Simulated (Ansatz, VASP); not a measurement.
One calculation of MoS2, two programs

File INCAR:

```
PREC = Accurate
ENCUT = 520
EDIFF = 1E-6
ISMEAR = 0
SIGMA = 0.05
LREAL = F
LASPH = T
NELM = 60
ALGO = Normal
ISIF = 2
LWAVE = F
LCHARG = F
GGA = PE
IVDW = 12
NBANDS = 35
```

The input KPOINTS:

```
regular mesh
0
Gamma
  12 12 4
```

File POSCAR:

```
MoS2
1.0
    3.1493511256      0.0000000000      0.0000000000
   -1.5746755628      2.7274180802      0.0000000000
    0.0000000000      0.0000000000     12.0907538840
Mo S
2 4
Direct
    0.3333333333      0.6666666667      0.2406170108
    0.6666666667      0.3333333333      0.7593829892
    0.3333333333      0.6666666667      0.6060166988
    0.6666666667      0.3333333333      0.1349644388
    0.3333333333      0.6666666667      0.8650355612
    0.6666666667      0.3333333333      0.3939833012
```

Input for Ansatz:

```yaml
crystal:
  lattice:
    - [3.1493511256, 0.0, 0.0]
    - [-1.5746755628, 2.7274180802, 0.0]
    - [0.0, 0.0, 12.090753884]
  atoms:
    - { symbol: Mo, position: [0.3333333333, 0.6666666667, 0.2406170108] }
    - { symbol: Mo, position: [0.6666666667, 0.3333333333, 0.7593829892] }
    - { symbol: S, position: [0.3333333333, 0.6666666667, 0.6060166988] }
    - { symbol: S, position: [0.6666666667, 0.3333333333, 0.1349644388] }
    - { symbol: S, position: [0.3333333333, 0.6666666667, 0.8650355612] }
    - { symbol: S, position: [0.6666666667, 0.3333333333, 0.3939833012] }
basis:
  ecutwfc: 420
kpoints:
  mp_grid: { grid: [12, 12, 4] }
hamiltonian:
  xc: pbe
  dispersion: d3bj
scf:
  occupations: { method: gaussian, width: 0.05 }
output:
  forces: true
  stress: true
  eigenvalues: true
```

Change from the starting cell: mode 18 (469.1 1/cm) frozen in, largest displacement +0.175 Å.

Alike in both runs: task single point; functional PBE; dispersion D3(BJ); k mesh 12 × 12 × 4; occupations gaussian, width 0.05 eV; no spin polarisation.

|  | VASP | Ansatz |
| --- | --- | --- |
| version | VASP 6.6.1 | Ansatz 0.2.0 |
| potentials or method | VASP PAW PBE potentials, release 64 (Mo_sv, S), cutoff 520 eV | scalar-relativistic, plane waves, PAW |
| valence electrons in the cell | 52 | 52 |

|  | VASP | Ansatz | Ansatz less VASP |
| --- | --- | --- | --- |
| gap on the k mesh at the Fermi level (eV) | none | none | - |
| pressure (GPa) | 7.5 | 7.7 | +0.19 |
| traceless stress, the component that is largest in VASP (GPa) | -2.58 | -2.56 | +0.022 |
| rms of the force components (eV/Å) | 3.288 | 3.289 | +0.0012 |

Atom by atom the forces differ by 0.008 eV/Å (rms over components). A gap of «none» marks a metal or a gap that the smearing closes.
